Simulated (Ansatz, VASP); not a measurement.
## Co in VASP and in Ansatz

```
Co
1.0
     2.21884    0.00000    0.00000
    -1.10942    1.92157    0.00000
     0.00000    0.00000    3.59292
Co
2
Direct
  0.33333 0.66667 0.25000
  0.66667 0.33333 0.75000
```

Change from the starting cell: volume scaled by 0.705, to set the pressure.

Alike in both runs: task single point; functional PBE; k mesh 20 × 20 × 11; occupations fermi-dirac, width 0.1 eV; collinear spin.

|  | VASP | Ansatz |
| --- | --- | --- |
| version | VASP 6.6.1 | Ansatz 0.2.0 |
| potentials or method | VASP PAW PBE potentials, release 64 (Co) | PAW with Ansatz's default frozen-core files, scalar-relativistic |
| plane-wave cutoff (eV) | 520 | 420 |
| valence electrons in the cell | 18 | 34 |

|  | VASP | Ansatz | Ansatz less VASP |
| --- | --- | --- | --- |
| pressure (GPa) | 153.5 | 156.6 | +3.12 |
| traceless stress, the component that is largest in VASP (GPa) | -1.12 | -1.03 | +0.086 |
| net moment per atom (μB) | 0.57 | 0.57 | +0.002 |
| size of the moment on the site where the two differ most (μB) | 0.55 | 0.59 | +0.039 |

Site moments also hang on the region over which each program counts them. Both programs put the cell under a high pressure, so it lies far from rest at this level. The functional is the same, so the differences come from potentials, cutoffs and numerics. VASP's potentials hold 18 valence electrons a cell and Ansatz's 34, so a difference there can come from the potentials and not from the codes.

Noted on VASP's run: the cell as given lies far from equilibrium.
